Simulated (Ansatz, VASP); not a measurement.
## Bi in VASP and in Ansatz

```
Bi
1.0
    -1.98143    1.98143    1.98143
     1.98143   -1.98143    1.98143
     1.98143    1.98143   -1.98143
Bi
1
Direct
  0.00000 0.00000 0.00000
```

Alike in both runs: task relaxation of cell and atoms; functional RPBE; dispersion D3(BJ); k mesh 9 × 9 × 9; occupations fermi-dirac, width 0.05 eV; no spin polarisation.

|  | VASP | Ansatz |
| --- | --- | --- |
| version | VASP 6.6.1 | Ansatz 0.2.0 |
| potentials or method | VASP PAW PBE potentials, release 64 (Bi_d) | Ansatz PAW |
| plane-wave cutoff (eV) | 600 | 420 |
| valence electrons in the cell | 15 | 15 |

```csv
,VASP,Ansatz,Ansatz less VASP
"gap on the k mesh at the Fermi level, each at its own relaxed structure (eV)",none,none,-
relaxed volume (Å³/atom),22.51,22.51,+0.005
relaxed cell length with the largest relative difference (Å),3.081,3.081,+0.0002
```

VASP's potentials were made for PBE, not for RPBE. A gap of «none» marks a metal or a gap that the smearing closes.

Spin-orbit coupling is off throughout. Noted on VASP's run: the volume moved by over 15 % at a fixed basis, so the end points are rough. Noted on Ansatz's run: the volume moved by over 15 % at a fixed basis, so the end points are rough; the plane-wave basis is chosen anew once the cell has moved, so the energies of steps on either side of that aren't comparable.
